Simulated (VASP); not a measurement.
# MgO in VASP: single point with PBE

Aim: the single point of MgO with PBE.

Program: VASP 6.6.1. These are calculated values, not measurements. Logs are shortened: lines on timing, memory, paths and dates and some standing lists are left out, and cuts for length are marked.

## (1) The cell of the first run

The cell holds a slab with vacuum, 24 atoms: a = 5.568 Å, b = 5.568 Å, c = 17.683 Å, α = 90.00°, β = 90.00°, γ = 60.00°.

## (2) Single point, PBE

Contents of INCAR:

```
  PREC = Accurate
  ENCUT = 520
  EDIFF = 1E-6
  ISMEAR = -1
  SIGMA = 0.05
  LREAL = Auto
  LASPH = True
  NELM = 80
  ALGO = Normal
  ISIF = 2
  LWAVE = False
  LCHARG = True
  GGA = PE
  LELF = True
  LVHAR = True
  NBANDS = 66
```

Contents of KPOINTS:

```
regular mesh
0
Gamma
  2 2 1
```

Contents of POSCAR:

```
MgO
1.0
    5.5677590000      0.0000000000      0.0000000000
    2.7838790000      4.8218210000      0.0000000000
    0.0000000000      0.0000000000     17.6825700000
Mg O
12 12
Direct
    0.0000000000      0.0000000000      0.0565528653
   -0.0000060056      0.4999978224      0.0565528653
    0.5000036819      0.0000000000      0.0565528653
    0.4999976763      0.4999978224      0.0565528653
    0.6759583937      0.6423506804      0.2016788284
    0.6550597976      0.1495700483      0.2005873581
    0.1751959411      0.6767360298      0.1953335969
    0.1661873876      0.1499018732      0.2008701224
    0.3361396432      0.3276562942      0.3370946644
    0.3314184953      0.8290021550      0.3397526491
    0.8449859375      0.2889572218      0.3434681723
    0.8105608618      0.8237759137      0.3541849403
    0.3333283089      0.8333366170      0.1208251968
    0.3333343145      0.3333387946      0.1208251968
    0.8333319908      0.8333366170      0.1208251968
    0.8333379965      0.3333387946      0.1208251968
    0.0095012530      0.4852938340      0.2657928118
    0.0281432475     -0.0068231483      0.2692086049
    0.5046169407      0.4833236240      0.2642828503
    0.5087995646     -0.0150772913      0.2614778282
    0.6413049160      0.1660161171      0.4024754320
    0.6543767288      0.6329973676      0.4172017982
    0.2059375221      0.1667419840      0.4034877283
    0.2047754745      0.6490079163      0.4036969739
```

Potentials or basis: VASP PAW PBE potentials, release 64 (Mg, O).

Command:

```
cat potpaw_PBE.64/Mg/POTCAR potpaw_PBE.64/O/POTCAR > POTCAR
mpirun -np 1 vasp_std > vasp.out
```

OUTCAR:

```text
PREC = Accurate
   ENCUT = 520
   EDIFF = 1E-6
   ISMEAR = -1
   LREAL = Auto
   LASPH = True
   NELM = 80
   ISIF = 2
   GGA = PE

 ion  position               nearest neighbor table
   1  0.000  0.000  0.057-  13 1.97  15 1.97  16 1.97   2 2.78   3 2.78   4 2.78   4 2.78   3 2.78
                             2 2.78   7 2.91   8 2.97   6 3.04
   2  1.000  0.500  0.057-  16 1.97  15 1.97  14 1.97   1 2.78   3 2.78   4 2.78   4 2.78   3 2.78
                             1 2.78   7 2.98   5 3.01   8 3.06
   3  0.500  0.000  0.057-  15 1.97  13 1.97  14 1.97   4 2.78   2 2.78   1 2.78   1 2.78   2 2.78
                             4 2.78   6 2.94   8 3.02   5 3.09
   4  0.500  0.500  0.057-  14 1.97  13 1.97  16 1.97   3 2.78   2 2.78   1 2.78   1 2.78   2 2.78
                             3 2.78   7 2.91   5 2.99   6 3.06
   5  0.676  0.642  0.202-  19 1.94  20 1.96  17 1.97  16 2.07  13 2.19  15 2.21   7 2.70   8 2.74
                             6 2.77   6 2.80   8 2.83   7 2.88  10 2.95   4 2.99   2 3.01  11 3.03
   6  0.655  0.150  0.201-  20 1.85  19 1.97  15 2.08  14 2.10  18 2.18  16 2.24   8 2.72   5 2.77
                             7 2.78   5 2.80   7 2.81   8 2.85   9 2.86   3 2.94  11 2.99   1 3.04
   7  0.175  0.677  0.195-  19 2.01  18 2.01  13 2.01  15 2.11  14 2.12  17 2.13   8 2.61   5 2.70
                             6 2.78   6 2.81   5 2.88   1 2.91   4 2.91  10 2.96   8 2.96   2 2.98
   8  0.166  0.150  0.201-  18 1.87  20 1.97  17 1.98  13 2.08  16 2.14  14 2.21   7 2.61   6 2.72
                             5 2.74   5 2.83   6 2.85  10 2.90   9 2.93   7 2.96  11 2.96   1 2.97
   9  0.336  0.328  0.337-  23 1.83  21 1.87  24 1.95  17 2.02  19 2.03  20 2.13  11 2.73  12 2.74
[... 5 lines left out ...]
  12  0.811  0.824  0.354-  21 1.86  22 2.01  24 2.10  20 2.19  17 2.27  18 2.40  10 2.67  11 2.70
                             9 2.74   9 2.86  11 2.89  10 2.93   5 3.10   6 3.14   7 3.32
  13  0.333  0.833  0.121-   1 1.97   3 1.97   4 1.97   7 2.01   8 2.08   5 2.19
  14  0.333  0.333  0.121-   4 1.97   3 1.97   2 1.97   6 2.10   7 2.12   8 2.21
  15  0.833  0.833  0.121-   3 1.97   1 1.97   2 1.97   6 2.08   7 2.11   5 2.21
  16  0.833  0.333  0.121-   2 1.97   1 1.97   4 1.97   5 2.07   8 2.14   6 2.24
  17  0.010  0.485  0.266-   5 1.97   8 1.98   9 2.02   7 2.13  11 2.22  12 2.27
  18  0.028  0.993  0.269-   8 1.87  10 1.92  11 1.95   7 2.01   6 2.18  12 2.40
  19  0.505  0.483  0.264-   5 1.94   6 1.97   7 2.01   9 2.03  10 2.14  11 2.16
  20  0.509  0.985  0.261-   6 1.85   5 1.96   8 1.97  10 2.12   9 2.13  12 2.19
  21  0.641  0.166  0.402-  12 1.86   9 1.87  11 1.90
  22  0.654  0.633  0.417-  12 2.01  10 2.08  11 2.11
  23  0.206  0.167  0.403-   9 1.83  10 2.00  11 2.06
  24  0.205  0.649  0.404-  10 1.87   9 1.95  12 2.10

  LATTYP: Found a hexagonal cell.
 ALAT       =     5.5677589785
 C/A-ratio  =     3.1758863967

  Lattice vectors:

 A1 = (  -2.7838790000,  -4.8218210000,   0.0000000000)
 A2 = (   5.5677590000,   0.0000000000,   0.0000000000)
 A3 = (   0.0000000000,   0.0000000000,  17.6825700000)

Analysis of symmetry for initial positions (statically):
=====================================================================
 Subroutine PRICEL returns:
 Original cell was already a primitive cell.

 Routine SETGRP: Setting up the symmetry group for a
 hexagonal supercell.

 Subroutine GETGRP returns: Found  1 space group operations
 (whereof  1 operations were pure point group operations)
 out of a pool of 24 trial point group operations.

The static configuration has the point symmetry C_1 .

Analysis of symmetry for dynamics (positions and initial velocities):
=====================================================================
 Subroutine PRICEL returns:
 Original cell was already a primitive cell.

 Routine SETGRP: Setting up the symmetry group for a
 hexagonal supercell.

 Subroutine GETGRP returns: Found  1 space group operations
 (whereof  1 operations were pure point group operations)
 out of a pool of 24 trial point group operations.

The dynamic configuration has the point symmetry C_1 .

 Subroutine INISYM returns: Found  1 space group operations
 (whereof  1 operations are pure point group operations),
 and found     1 'primitive' translations

----------------------------------------------------------------------------------------

                                     Primitive cell

  volume of cell :     474.7193

  direct lattice vectors                    reciprocal lattice vectors
     5.567759000  0.000000000  0.000000000     0.179605475 -0.103695245  0.000000000
     2.783879000  4.821821000  0.000000000     0.000000000  0.207390527  0.000000000
     0.000000000  0.000000000 17.682570000     0.000000000  0.000000000  0.056552865
[... 60 lines left out ...]

Automatic generation of k-mesh.
 Grid dimensions read from file:
 generate k-points for:    2    2    1

 Generating k-lattice:

  Cartesian coordinates                     Fractional coordinates (reciprocal lattice)
     0.089802738 -0.051847623  0.000000000     0.500000000  0.000000000  0.000000000
     0.000000000  0.103695264  0.000000000     0.000000000  0.500000000  0.000000000
     0.000000000  0.000000000  0.056552865     0.000000000  0.000000000  1.000000000

  Length of vectors
     0.103695263  0.103695264  0.056552865

  Shift w.r.t. Gamma in fractional coordinates (k-lattice)
     0.000000000  0.000000000  0.000000000

 Subroutine IBZKPT returns following result:
 ===========================================

 Found      4 irreducible k-points:

 Following reciprocal coordinates:
            Coordinates               Weight
  0.000000  0.000000  0.000000      1.000000
  0.500000  0.000000  0.000000      1.000000
  0.500000  0.500000  0.000000      1.000000
  0.000000  0.500000  0.000000      1.000000
   k-points           NKPTS =      4   k-points in BZ     NKDIM =      4   number of bands    NBANDS=     66
   number of dos      NEDOS =    301   number of ions     NIONS =     24
   total plane-waves  NPLWV = 246960
   dimension x,y,z NGX =    42 NGY =   42 NGZ =  140
   dimension x,y,z NGXF=    84 NGYF=   84 NGZF=  280
   ions per type =              12  12
   NGX,Y,Z   is equivalent  to a cutoff of  12.54, 12.54, 13.16 a.u.
   NGXF,Y,Z  is equivalent  to a cutoff of  25.08, 25.08, 26.32 a.u.
 SYSTEM =  unknown system
   PREC   = accura    normal or accurate (medium, high low for compatibility)
   ISTART =      0    job   : 0-new  1-cont  2-samecut
   ICHARG =      2    charge: 1-file 2-atom 10-const
   ISPIN  =      1    spin polarized calculation?
   LNONCOLLINEAR =      F non collinear calculations
   LSORBIT =      F    spin-orbit coupling
   LASPH  =      T    aspherical Exc in radial PAW
   ENCUT  =  520.0 eV  38.22 Ry    6.18 a.u.  10.35 10.35 32.88*2*pi/ulx,y,z
   NELM   =     80;   NELMIN=  2; NELMDL= -5     # of ELM steps
   EDIFF  = 0.1E-05   stopping-criterion for ELM
   LREAL  =      T    real-space projection
   EDIFFG = 0.1E-04   stopping-criterion for IOM
   NSW    =      0    number of steps for IOM
   IBRION =     -1    ionic relax: 0-MD 1-quasi-New 2-CG
   NFREE  =      0    steps in history (QN), initial steepest desc. (CG)
   ISIF   =      2    stress and relaxation
   ISYM   =      2    0-nonsym 1-usesym 2-fastsym
   POTIM  = 0.5000    time-step for ionic-motion
   TEBEG  =    0.0;   TEEND  =   0.0 temperature during run
   PSTRESS=    0.0 pullay stress
   NELECT =      96.0000    total number of electrons
   NUPDOWN=      -1.0000    fix difference up-down
   EMIN   =  10.00;   EMAX   =-10.00  energy-range for DOS
   EFERMI =   0.00;   METHOD = LEGACY
   ISMEAR =    -1;   SIGMA  =   0.05  broadening in eV -4-tet -1-fermi 0-gaus
   EFERMI_NEDOS =   21; number of points for ismear=-14 and -15
   IALGO  =     38    algorithm
   IMIX   =      4    mixing-type and parameters
     AMIX     =   0.40;   BMIX     =  1.00
     AMIX_MAG =   1.60;   BMIX_MAG =  1.00
  volume/ion in A,a.u.               =      19.78       133.48
  Fermi-wavevector in a.u.,A,eV,Ry     =   0.960918  1.815871 12.563119  0.923363
  Thomas-Fermi vector in A             =   2.090244
   LORBIT       =      0    0 simple, 1 ext, 2 COOP (PROOUT), +10 PAW based schemes
   GGA     = PE    functional components
   LHFCALC =     F    Hartree Fock is set to
   AEXX    =    0.0000 exact exchange contribution
   IVDW    =     0    specifies the selected vdW correction
   LEPSILON=     F    determine dielectric tensor
   LRPA    =     F    only Hartree local field effects (RPA)
 non-spin polarized calculation
  energy-cutoff  :      520.00
  volume of cell :      474.72
 maximum number of plane-waves:     12815
 NGX is ok and might be reduce to    42
   NGX = 21   NGY = 21   NGZ = 65

 number of electron      95.9999996 magnetization

 Free energy of the ion-electron system (eV)
  ---------------------------------------------------
  ext. energy  EPLUGINS =         0.00000000
  ---------------------------------------------------
  free energy    TOTEN  =      -118.00388738 eV

  energy without entropy =     -117.92410335  energy(sigma->0) =     -117.96399537

 E-fermi :  -1.7489     XC(G=0):  -6.0978

 val. band max:       -1.8571937238   @ k =   0.0000   0.5000   0.0000
 cond. band min:      -1.7013536875   @ k =   0.0000   0.5000   0.0000
 fundamental gap:      0.1558400363
 Fermi energy:        -1.7489182167

 k-point     1 :       0.0000    0.0000    0.0000
  band No.  band energies     occupation
      1     -21.4799      2.00000
      2     -20.3545      2.00000
      3     -20.1956      2.00000
      4     -20.1385      2.00000
      5     -20.0086      2.00000
      6     -18.9679      2.00000
[... 241 lines left out ...]
     59       6.1316      0.00000
     60       6.2405      0.00000
 [bands above 60 left out]

------------------------ aborting loop because EDIFF is reached ----------------------------------------

  FORCE on cell =-STRESS in cart. coord.  units (eV):
  Direction    XX          YY          ZZ          XY          YZ          ZX
  --------------------------------------------------------------------------------------
  -------------------------------------------------------------------------------------
  Total       49.3775543     48.8582456      7.1644375      4.1734716     -0.8195804     -3.5298530
  in kB      166.6492101    164.8965435     24.1799713     14.0854635     -2.7660834    -11.9132515
  external PRESSURE =     118.5752416 kB  Pullay stress =       0.0000000 kB

 VOLUME and BASIS-vectors are now :
 -----------------------------------------------------------------------------
  energy-cutoff  :      520.00
  volume of cell :      474.72
      direct lattice vectors                 reciprocal lattice vectors
     5.567759000  0.000000000  0.000000000     0.179605475 -0.103695245  0.000000000
     2.783879000  4.821821000  0.000000000     0.000000000  0.207390527  0.000000000
     0.000000000  0.000000000 17.682570000     0.000000000  0.000000000  0.056552865

 POSITION                                       TOTAL-FORCE (eV/Angst)
 -----------------------------------------------------------------------------------
      0.00000      0.00000      1.00000        -0.054261      0.118833     -0.810998
      6.95966      2.41090      1.00000        -0.012504     -0.040267     -0.578880
      2.78390      0.00000      1.00000        -0.006665     -0.012286     -0.654332
      4.17580      2.41090      1.00000         0.058153     -0.096894     -0.730523
      5.55180      3.09730      3.56620         0.690924      0.232565      0.020384
      4.06360      0.72120      3.54690         1.564134      0.531981     -0.352974
[... 16 lines left out ...]
      1.61080      0.80400      7.13470        -1.491048     -0.945366      1.005900
      2.94690      3.12940      7.13840        -1.056102      0.116724      0.892393
 -----------------------------------------------------------------------------------
    total drift:                                0.004928      0.002225      0.037772

  FREE ENERGIE OF THE ION-ELECTRON SYSTEM (eV)
  ---------------------------------------------------
  free  energy   TOTEN  =      -118.0038873800 eV

  energy  without entropy=     -117.9241033531  energy(sigma->0) =     -117.96399537
```

Run time: 8 min. Hardware: 1 thread of Intel Xeon Platinum 8488C (Sapphire Rapids), shared host; peak memory 0.54 GiB.

Results:

* Free energy: -118.0039 eV
* Largest force: 2.937 eV/Å
* Band gap on the k mesh: zero (bands 48 and 49 overlap by 0.45 eV)

Forces in eV/Å, atoms in the order of the input:
```
Mg  -0.054  0.119 -0.811
Mg  -0.013 -0.040 -0.579
Mg  -0.007 -0.012 -0.654
Mg   0.058 -0.097 -0.731
Mg   0.691  0.233  0.020
Mg   1.564  0.532 -0.353
Mg  -1.362 -1.202  1.267
Mg   1.007  1.383 -0.547
Mg   0.057  1.254 -1.402
Mg   1.192 -0.518  0.297
Mg   0.924  1.892  0.708
Mg   0.815 -1.870 -0.073
O    0.089 -0.047  0.597
O   -0.054 -0.072  0.482
O    0.115 -0.070  0.695
O   -0.098 -0.316  0.640
O   -0.100  0.784 -0.496
O   -2.562 -0.576 -1.314
O    0.333  0.131 -0.638
O   -0.380 -0.739  0.768
O    0.436  0.051  1.395
O   -0.105  0.010 -1.170
O   -1.491 -0.945  1.006
O   -1.056  0.117  0.892
```

Caveat: the k points lie up to 0.65 Å⁻¹ apart.
